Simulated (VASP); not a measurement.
Runs of VASP 6.6.1 on TaN. The structure is that of space group R-3m (No. 166), or close to it. The cells are those of the table. 

| potentials or basis | cell | cutoff (eV) | second run | gap on the mesh (eV) | pressure (GPa) |
| --- | --- | --- | --- | --- | --- |
| VASP PAW PBE potentials, release 64 (Ta_pv, N) | a = 3.539 Å, angles 45.7°, 2 atoms | 520 | - | none | 9.2 |
| VASP PAW PBE potentials, release 64 (Ta_pv, N) | a = 3.011 Å, angles 63.2°, 2 atoms | 520 | - | none | (c) |
| VASP PAW PBE potentials, release 64 (Ta_sv_GW, N) | a = 3.166 Å, angles 56.6°, 2 atoms | 600 | valence_matched | none | 4.9 |
| VASP PAW PBE potentials, release 64 (Ta_pv, N) | a = 2.937 Å, angles 67.3°, 2 atoms | 520 | - | none | (a) |
| VASP PAW PBE potentials, release 64 (Ta_sv_GW, N) | a = 2.937 Å, angles 67.3°, 2 atoms | 600 | valence_matched | none | 5.2 |
| VASP PAW PBE potentials, release 64 (Ta_pv, N) | a = 3.166 Å, angles 56.6°, 2 atoms | 520 | - | none | (b) |
| VASP PAW PBE potentials, release 64 (Ta_pv, N) | a = 2.766 Å, angles 82.7°, 2 atoms | 520 | - | none | -1.8 |
| VASP PAW PBE potentials, release 64 (Ta_pv, N) | a = 4.236 Å, angles 33.6°, 2 atoms | 520 | - | none | 50.7 |

Alike in all rows: task single point; level PBEsol; no spin polarisation; k mesh 20 × 20 × 20; smearing gaussian 0.15 eV.

Question: Estimate the missing entries.

Answer: (a) 6.2; (b) 5.8; (c) 5.7.

Caveats: the PAW data sets were made with another functional, which shifts forces and pressure a little; spin-orbit coupling is left out, which moves the levels of the heavy elements.

A k mesh can miss the band edges, and the runs leave out spin-orbit coupling on Ta.

A gap of «none» marks levels without a gap at the run's occupations.

The runs don't all hold the same shells in valence.
